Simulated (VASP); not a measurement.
# TaN in VASP: notebook

TaN is run at these levels: r2SCAN, PBE0; tasks: single point, relaxation of cell and atoms.

All numbers are computed with VASP 6.6.1; they aren't measurements. Logs are shortened: lines on timing, memory, paths and dates and some standing lists are left out, and cuts for length are marked.

**1. The cell of the first run**

It takes space group P-6m2 (No. 187, hexagonal). The conventional cell has a = 2.996 Å, b = 2.996 Å, c = 2.940 Å, α = 90.00°, β = 90.00°, γ = 120.00°. Ta (site symmetry -6m2) has 6 N at 2.27 Å and 8 Ta at 2.94 to 3.00 Å within 3.0 Å. Within 3.0 Å of N (site symmetry -6m2) lie 6 Ta at 2.27 Å and 8 N at 2.94 to 3.00 Å.

**2. Single point, r2SCAN**

File POSCAR:

```
TaN
1.0
    2.9956224723      0.0000000000      0.0000000000
   -1.4978112361      2.5942851611      0.0000000000
    0.0000000000      0.0000000000      2.9395437670
Ta N
1 1
Direct
    0.0000000000      0.0000000000      0.5000000000
    0.6666666667      0.3333333333      0.0000000000
```

File INCAR.step1:

```
PREC = Accurate
ENCUT = 660
ISMEAR = -1
SIGMA = 0.05
LREAL = False
LASPH = True
NELM = 120
NBANDS = 16
GGA = PE
ALGO = Normal
EDIFF = 1E-5
LWAVE = True
LCHARG = False
GGA_COMPAT = False
```

File INCAR.step2:

```
PREC = Accurate
ENCUT = 660
EDIFF = 1E-6
ISMEAR = -1
SIGMA = 0.05
LREAL = False
LASPH = True
NELM = 120
ALGO = Normal
ISIF = 2
LWAVE = False
LCHARG = False
METAGGA = R2SCAN
LMIXTAU = True
NBANDS = 16
ISTART = 1
GGA_COMPAT = False
```

File KPOINTS:

```
regular mesh
0
Gamma
  10 10 9
```

Potentials or basis: VASP PAW PBE potentials, release 64 (Ta_sv_GW, N).

Run with:

```
cat potpaw_PBE.64/Ta_sv_GW/POTCAR potpaw_PBE.64/N/POTCAR > POTCAR
cp INCAR.step1 INCAR
mpirun -np 1 vasp_std > vasp.out
cp INCAR.step2 INCAR
mpirun -np 1 vasp_std > vasp.out
```

OUTCAR:

```text
PREC = Accurate
   ENCUT = 660
   EDIFF = 1E-6
   ISMEAR = -1
   LREAL = False
   LASPH = True
   NELM = 120
   ISIF = 2
   METAGGA = R2SCAN
   ISTART = 1

 ion  position               nearest neighbor table
   1  0.000  0.000  0.500-   2 2.27   2 2.27   2 2.27   2 2.27   2 2.27   2 2.27
   2  0.667  0.333  0.000-   1 2.27   1 2.27   1 2.27   1 2.27   1 2.27   1 2.27

  LATTYP: Found a hexagonal cell.
 ALAT       =     2.9956224723
 C/A-ratio  =     0.9812797821

  Lattice vectors:

 A1 = (   2.9956224723,   0.0000000000,   0.0000000000)
 A2 = (  -1.4978112361,   2.5942851611,   0.0000000000)
 A3 = (   0.0000000000,   0.0000000000,   2.9395437670)

Analysis of symmetry for initial positions (statically):
=====================================================================
 Subroutine PRICEL returns:
 Original cell was already a primitive cell.

 Routine SETGRP: Setting up the symmetry group for a
 hexagonal supercell.

 Subroutine GETGRP returns: Found 12 space group operations
 (whereof 12 operations were pure point group operations)
 out of a pool of 24 trial point group operations.

The static configuration has the point symmetry D_3h.

Analysis of symmetry for dynamics (positions and initial velocities):
=====================================================================
 Subroutine PRICEL returns:
 Original cell was already a primitive cell.

 Routine SETGRP: Setting up the symmetry group for a
 hexagonal supercell.

 Subroutine GETGRP returns: Found 12 space group operations
 (whereof 12 operations were pure point group operations)
 out of a pool of 24 trial point group operations.

The dynamic configuration has the point symmetry D_3h.

 Subroutine INISYM returns: Found 12 space group operations
 (whereof 12 operations are pure point group operations),
 and found     1 'primitive' translations

----------------------------------------------------------------------------------------

                                     Primitive cell

  volume of cell :      22.8447

  direct lattice vectors                    reciprocal lattice vectors
     2.995622472  0.000000000  0.000000000     0.333820436  0.192731319  0.000000000
    -1.497811236  2.594285161  0.000000000     0.000000000  0.385462637  0.000000000
     0.000000000  0.000000000  2.939543767     0.000000000  0.000000000  0.340188845

  length of vectors
     2.995622472  2.995622472  2.939543767     0.385462637  0.385462637  0.340188845

  position of ions in fractional coordinates (direct lattice)
     0.000000000  0.000000000  0.500000000
     0.666666667  0.333333333  0.000000000

  ion indices of the primitive-cell ions
   primitive index   ion index
                 1           1
                 2           2

----------------------------------------------------------------------------------------

 KPOINTS: regular mesh

Automatic generation of k-mesh.
 Grid dimensions read from file:
 generate k-points for:   10   10    9

 Generating k-lattice:

  Cartesian coordinates                     Fractional coordinates (reciprocal lattice)
     0.033382044  0.019273132  0.000000000     0.100000000  0.000000000  0.000000000
     0.000000000  0.038546264  0.000000000     0.000000000  0.100000000  0.000000000
     0.000000000  0.000000000  0.037798761     0.000000000  0.000000000  0.111111111

  Length of vectors
     0.038546264  0.038546264  0.037798761

  Shift w.r.t. Gamma in fractional coordinates (k-lattice)
     0.000000000  0.000000000  0.000000000

 Subroutine IBZKPT returns following result:
 ===========================================

 Found     70 irreducible k-points:

 Following reciprocal coordinates:
            Coordinates               Weight
  0.000000  0.000000  0.000000      1.000000
  0.100000  0.000000  0.000000      6.000000
  0.200000  0.000000  0.000000      6.000000
  0.300000 -0.000000  0.000000      6.000000
  0.400000 -0.000000  0.000000      6.000000
  0.500000  0.000000  0.000000      3.000000
[... 16 lines left out ...]
  0.300000  0.100000  0.111111     24.000000
  0.400000  0.100000  0.111111     24.000000
 [... further k-points ...]
   k-points           NKPTS =     70   k-points in BZ     NKDIM =     70   number of bands    NBANDS=     16
   number of dos      NEDOS =    301   number of ions     NIONS =      2
   total plane-waves  NPLWV =  21952
   dimension x,y,z NGX =    28 NGY =   28 NGZ =   28
   dimension x,y,z NGXF=    56 NGYF=   56 NGZF=   56
   ions per type =               1   1
   NGX,Y,Z   is equivalent  to a cutoff of  15.54, 15.54, 15.84 a.u.
   NGXF,Y,Z  is equivalent  to a cutoff of  31.08, 31.08, 31.67 a.u.
 SYSTEM =  unknown system
   PREC   = accura    normal or accurate (medium, high low for compatibility)
   ISTART =      1    job   : 0-new  1-cont  2-samecut
   ICHARG =      0    charge: 1-file 2-atom 10-const
   ISPIN  =      1    spin polarized calculation?
   LNONCOLLINEAR =      F non collinear calculations
[... 108 lines left out ...]
  band No.  band energies     occupation
      1     -59.1322      2.00000
      2     -25.2956      2.00000
      3     -24.6847      2.00000
      4     -24.6331      2.00000
      5      -4.9340      2.00000
      6       3.5626      2.00000
[... 8 lines left out ...]
     15      24.1910      0.00000
     16      27.4129      0.00000

 k-point     6 :       0.5000    0.0000    0.0000
  band No.  band energies     occupation
      1     -59.1263      2.00000
      2     -25.3735      2.00000
      3     -24.7030      2.00000
      4     -24.6219      2.00000
      5      -4.7184      2.00000
      6       3.3098      2.00000
[... 8 lines left out ...]
     15      22.7675      0.00000
     16      27.7473      0.00000

 k-point     7 :       0.1000    0.1000    0.0000
  band No.  band energies     occupation
      1     -59.1716      2.00000
      2     -24.7449      2.00000
      3     -24.7073      2.00000
      4     -24.5670      2.00000
      5      -6.2498      2.00000
      6       5.6614      2.00000
[... 8 lines left out ...]
     15      24.9202      0.00000
     16      28.8475      0.00000

 k-point     8 :       0.2000    0.1000    0.0000
  band No.  band energies     occupation
      1     -59.1543      2.00000
      2     -24.9750      2.00000
      3     -24.6748      2.00000
      4     -24.6378      2.00000
      5      -5.6904      2.00000
      6       4.6905      2.00000
[... 8 lines left out ...]
     15      25.1417      0.00000
     16      28.9000      0.00000

 k-point     9 :       0.3000    0.1000    0.0000
  band No.  band energies     occupation
      1     -59.1370      2.00000
      2     -25.1964      2.00000
      3     -24.7085      2.00000
      4     -24.6422      2.00000
      5      -5.1003      2.00000
      6       3.9088      2.00000
[... 8 lines left out ...]
     15      25.1544      0.00000
     16      27.3723      0.00000
[... 172 lines left out ...]
 k-point    19 :       0.4000   -0.0000    0.1111
  band No.  band energies     occupation
      1     -59.1277      2.00000
      2     -25.2805      2.00000
      3     -24.7159      2.00000
      4     -24.6756      2.00000
      5      -4.9069      2.00000
      6       3.6324      2.00000
[... 8 lines left out ...]
     15      24.0330      0.00000
     16      27.2433      0.00000

 k-point    20 :       0.5000    0.0000    0.1111
  band No.  band energies     occupation
      1     -59.1218      2.00000
      2     -25.3576      2.00000
      3     -24.7036      2.00000
      4     -24.6939      2.00000
      5      -4.7208      2.00000
      6       3.3708      2.00000
[... 8 lines left out ...]
     15      22.7611      0.00000
     16      27.6443      0.00000

 k-point    21 :       0.1000    0.1000    0.1111
  band No.  band energies     occupation
      1     -59.1669      2.00000
      2     -24.8026      2.00000
      3     -24.7309      2.00000
      4     -24.5589      2.00000
      5      -6.0722      2.00000
      6       5.7971      2.00000
[... 8 lines left out ...]
     15      24.7523      0.00000
     16      28.5594      0.00000

 k-point    22 :       0.2000    0.1000    0.1111
  band No.  band energies     occupation
      1     -59.1497      2.00000
      2     -24.9642      2.00000
      3     -24.7610      2.00000
      4     -24.6291      2.00000
      5      -5.5712      2.00000
      6       4.8374      2.00000
[... 8 lines left out ...]
     15      24.7267      0.00000
     16      28.6536      0.00000

 k-point    23 :       0.3000    0.1000    0.1111
  band No.  band energies     occupation
      1     -59.1325      2.00000
      2     -25.1824      2.00000
      3     -24.7260      2.00000
      4     -24.6990      2.00000
      5      -5.0516      2.00000
      6       4.0327      2.00000
[... 8 lines left out ...]
     15      24.7461      0.00000
     16      27.2937      0.00000

 k-point    24 :       0.4000    0.1000    0.1111
  band No.  band energies     occupation
      1     -59.1218      2.00000
      2     -25.3140      2.00000
      3     -24.7424      2.00000
      4     -24.7034      2.00000
      5      -4.7173      2.00000
      6       3.5826      2.00000
[... 8 lines left out ...]
     15      23.3037      0.00000
     16      27.4673      0.00000

 [... further k-points ...]
[... 5 lines left out ...]
  --------------------------------------------------------------------------------------
  -------------------------------------------------------------------------------------
  Total       -2.6313944     -2.6313944     -2.8249949     -0.0000000      0.0000000     -0.0000000
  in kB     -184.5490495   -184.5490495   -198.1269368     -0.0000000      0.0000000     -0.0000000
  external PRESSURE =    -189.0750119 kB  Pullay stress =       0.0000000 kB

 VOLUME and BASIS-vectors are now :
 -----------------------------------------------------------------------------
  energy-cutoff  :      660.00
  volume of cell :       22.84
      direct lattice vectors                 reciprocal lattice vectors
     2.995622472  0.000000000  0.000000000     0.333820436  0.192731319  0.000000000
    -1.497811236  2.594285161  0.000000000     0.000000000  0.385462637  0.000000000
     0.000000000  0.000000000  2.939543767     0.000000000  0.000000000  0.340188845

 POSITION                                       TOTAL-FORCE (eV/Angst)
 -----------------------------------------------------------------------------------
      0.00000      0.00000      1.46977         0.000000     -0.000000      0.000000
      1.49781      0.86476      0.00000        -0.000000      0.000000      0.000000
 -----------------------------------------------------------------------------------
    total drift:                               -0.000000      0.000000      0.000000

  FREE ENERGIE OF THE ION-ELECTRON SYSTEM (eV)
  ---------------------------------------------------
  free  energy   TOTEN  =       -62.8805681381 eV

  energy  without entropy=      -62.8802628928  energy(sigma->0) =      -62.88041552
```

Run time: 4 min. Hardware: 1 thread of Intel Xeon Platinum 8488C (Sapphire Rapids), shared host; peak memory 0.19 GiB.

Results:

- Free energy: -62.8806 eV
- Pressure: -18.9 GPa
- Band gap on the k mesh: zero (bands 9 and 10 overlap by 0.31 eV)

Levels at points of the mesh, in eV from the Fermi level:
```tsv
k point	band 6	band 7	band 8	band 9	band 10	band 11	band 12	band 13
(0.00, 0.00, 0.00)	-4.65	-4.65	-4.21	-3.16	1.93	3.38	3.38	3.83
(0.50, 0.00, 0.00)	-8.35	-5.23	-3.45	-3.38	2.91	3.72	4.94	5.09
```

Caveat: the cell stands under tension; the PAW data sets were made with another functional, which shifts forces and pressure a little; spin-orbit coupling is left out, which moves the levels of the heavy elements.

**3. Relaxation of cell and atoms, PBE0**

This run uses another cell than the first one, of 10.78 Å³/atom.

File POSCAR:

```
TaN
1.0
    2.9380000000      0.0000000000      0.0000000000
   -1.4690000000      2.5443826363      0.0000000000
    0.0000000000      0.0000000000      2.8830000000
Ta N
1 1
Direct
    0.0000000000      0.0000000000      0.5000000000
    0.6666666667      0.3333333333      0.0000000000
```

File INCAR.step1:

```
ALGO     = Normal         # electronic algorithm
EDIFF    = 1E-5           # SCF threshold, eV
ENCUT    = 600            # plane-wave cutoff, eV
GGA      = PE             # functional
ISMEAR   = -1             # smearing method
LASPH    = T              # aspherical terms in the spheres
LCHARG   = F              # write CHGCAR
LREAL    = F              # projectors in reciprocal space
LWAVE    = T              # write WAVECAR
NBANDS   = 15             # bands
NELM     = 80             # most SCF steps
PREC     = Accurate       # precision mode
SIGMA    = 0.05           # smearing width, eV
```

File INCAR.step2:

```
AEXX     = 0.25           # exact-exchange fraction
ALGO     = Normal         # electronic algorithm
EDIFF    = 1E-7           # SCF threshold, eV
EDIFFG   = -0.01          # ionic threshold
ENCUT    = 600            # plane-wave cutoff, eV
GGA      = PE             # functional
IBRION   = 2              # ionic algorithm
ISIF     = 3              # what is computed and relaxed
ISMEAR   = -1             # smearing method
ISTART   = 1            
LASPH    = T              # aspherical terms in the spheres
LCHARG   = F              # write CHGCAR
LHFCALC  = T              # exact exchange
LREAL    = F              # projectors in reciprocal space
LWAVE    = F              # write WAVECAR
NELM     = 80             # most SCF steps
NSW      = 60             # ionic steps
PREC     = Accurate       # precision mode
PRECFOCK = Normal       
SIGMA    = 0.05           # smearing width, eV
```

File KPOINTS:

```
k-points
0
Gamma
  5 5 5
```

Potentials or basis: VASP PAW PBE potentials, release 64 (Ta_pv, N).

Run with:

```
cat potpaw_PBE.64/Ta_pv/POTCAR potpaw_PBE.64/N/POTCAR > POTCAR
cp INCAR.step1 INCAR
mpirun -np 1 vasp_std > vasp.out
cp INCAR.step2 INCAR
mpirun -np 1 vasp_std > vasp.out
```

It took 76 min on 1 thread of AMD EPYC 9R45 (Zen 5), shared host; peak memory 0.15 GiB.

It converged, with:

```yaml
Free_energy: -28.1751 eV
Relaxed_volume: 10.66 Å³/atom
Relaxed_cell: a = 2.927 Å, b = 2.927 Å, c = 2.872 Å, α = 90.00°, β = 90.00°, γ = 120.00°
Space_group_after_relaxing_to_0.1_Å: P-6m2 (No. 187)
Energy_gained_by_relaxing: 1.7 meV/atom
Ionic_steps: 6
Pressure_after_relaxing: -0.1 GPa
Band_gap_on_the_k_mesh: 0.80 eV
```

The path:
| step | energy change (eV) | largest force (eV/Å) | pressure (GPa) | volume (Å³) |
| --- | --- | --- | --- | --- |
| 1 | 0.0000 | 0.0000 | -4.22 | 21.55 |
| 2 | 0.0199 | 0.0000 | 12.08 | 20.68 |
| 3 | -0.0033 | 0.0000 | -0.01 | 21.31 |
| 4 | -0.0033 | 0.0000 | -0.11 | 21.31 |
| 5 | -0.0033 | 0.0000 | -0.10 | 21.31 |
| 6 | -0.0033 | 0.0000 | -0.11 | 21.31 |

Final structure:
```
CELL_PARAMETERS angstrom
2.92735 0.00000 0.00000
-1.46368 2.53516 0.00000
0.00000 0.00000 2.87184
ATOMIC_POSITIONS crystal
Ta 0.00000 0.00000 0.50000
N 0.66667 0.33333 0.00000
```

Levels at points of the mesh, in eV from the valence-band top:
```
           k point  band 6  band 7  band 8  band 9  band 10  band 11
(0.00, 0.00, 0.00)   -5.64   -5.19   -3.83    3.42     4.88     4.91
```

Caveat: the k points lie up to 0.50 Å⁻¹ apart in the final cell; the PAW data sets were made with another functional, which shifts forces and pressure a little; spin-orbit coupling is left out, which moves the levels of the heavy elements; an odd mesh through Γ misses points on the zone boundary, where band edges can lie.

**4. Single point, r2SCAN**

This run uses another cell than the first one, of 10.78 Å³/atom.

File POSCAR:

```
TaN
1.0
    2.9380000000      0.0000000000      0.0000000000
   -1.4690000000      2.5443826363      0.0000000000
    0.0000000000      0.0000000000      2.8830000000
Ta N
1 1
Direct
    0.0114440000      0.0083290000      0.4832640000
    0.6525550000      0.3388060000      0.0058730000
```

File INCAR.step1:

```
PREC = Accurate
ENCUT = 660
ISMEAR = 0
SIGMA = 0.05
LREAL = F
LASPH = T
NELM = 120
NBANDS = 16
GGA = PE
ALGO = Normal
EDIFF = 1E-5
LWAVE = T
LCHARG = F
GGA_COMPAT = F
```

File INCAR.step2:

```
PREC = Accurate
ENCUT = 660
EDIFF = 1E-6
ISMEAR = 0
SIGMA = 0.05
LREAL = F
LASPH = T
NELM = 120
ALGO = Normal
ISIF = 2
LWAVE = F
LCHARG = F
METAGGA = R2SCAN
LMIXTAU = T
NBANDS = 16
ISTART = 1
GGA_COMPAT = F
```

File KPOINTS:

```
regular mesh
0
Gamma
  12 12 10
```

Potentials or basis: VASP PAW PBE potentials, release 64 (Ta_sv_GW, N).

Run with:

```
cat potpaw_PBE.64/Ta_sv_GW/POTCAR potpaw_PBE.64/N/POTCAR > POTCAR
cp INCAR.step1 INCAR
mpirun -np 1 vasp_std > vasp.out
cp INCAR.step2 INCAR
mpirun -np 1 vasp_std > vasp.out
```

Run time: 9 min. Hardware: 1 thread of Intel Xeon 6975P-C (Granite Rapids), shared host; peak memory 0.49 GiB.

It converged, with:

```
Free energy            : -62.8941 eV
Pressure               : 1.4 GPa
Largest force          : 1.381 eV/Å
Band gap on the k mesh : zero (bands 9 and 10 overlap by 0.22 eV)
```

Forces on the atoms (eV/Å):
```
Ta  -0.976 -0.133  0.968
N    0.976  0.133 -0.968
```

Stress tensor (GPa, compression positive):
```
 1.14  0.98 -1.72
 0.98  0.38 -0.31
-1.72 -0.31  2.55
```

Levels at points of the mesh, in eV from the Fermi level:
```tsv
k point	band 7	band 8	band 9	band 10	band 11	band 12
(0.00, 0.00, 0.00)	-4.95	-4.56	-3.06	2.19	3.33	3.90
(0.50, 0.00, 0.00)	-5.75	-3.86	-3.33	3.21	3.99	5.29
(0.00, 0.50, 0.00)	-5.56	-4.20	-3.00	3.12	4.02	5.29
(0.50, 0.50, 0.00)	-5.39	-3.97	-3.26	3.10	4.06	4.89
(0.00, 0.00, 0.50)	-4.50	-3.72	-0.21	-0.15	2.34	2.92
(0.50, 0.00, 0.50)	-6.36	-5.88	-0.87	4.36	5.40	6.03
(0.00, 0.50, 0.50)	-6.57	-6.02	-0.61	4.22	5.37	6.01
(0.50, 0.50, 0.50)	-6.72	-6.19	-0.38	4.28	5.36	6.00
```

Caveat: the PAW data sets were made with another functional, which shifts forces and pressure a little; spin-orbit coupling is left out, which moves the levels of the heavy elements.

**5. Overview**

```csv
task,level,potentials or basis,cell,k mesh,cutoff (eV),smearing,grid for exact exchange (PRECFOCK),share of exact exchange,gap on the mesh (eV),pressure (GPa)
single point,r2SCAN,"VASP PAW PBE potentials, release 64 (Ta_sv_GW, N)","a = 2.996, b = 2.996, c = 2.940 Å, angles 90.0, 90.0, 120.0°, 2 atoms, atomic positions A",10 × 10 × 9,660,fermi-dirac 0.05 eV,-,-,none,-18.9
relaxation of cell and atoms,PBE0,"VASP PAW PBE potentials, release 64 (Ta_pv, N)","relaxed from a = 2.938, b = 2.938, c = 2.883 Å, angles 90.0, 90.0, 120.0°, 2 atoms, atomic positions A",5 × 5 × 5,600,fermi-dirac 0.05 eV,Normal,0.25,0.80,-0.1
single point,r2SCAN,"VASP PAW PBE potentials, release 64 (Ta_sv_GW, N)","a = 2.938, b = 2.938, c = 2.883 Å, angles 90.0, 90.0, 120.0°, 2 atoms, atomic positions B",12 × 12 × 10,660,gaussian 0.05 eV,-,-,none,1.4
```

Alike in all rows: no spin polarisation.

Caveats: some runs use coarse meshes; the PAW data sets were made with another functional, which shifts forces and pressure a little; spin-orbit coupling is left out, which moves the levels of the heavy elements; the cell stands under tension (at least some runs); an odd mesh through Γ misses points on the zone boundary, where band edges can lie (at least some runs).

Total energies depend on the potentials used, so only differences within one code and one set of settings carry meaning.
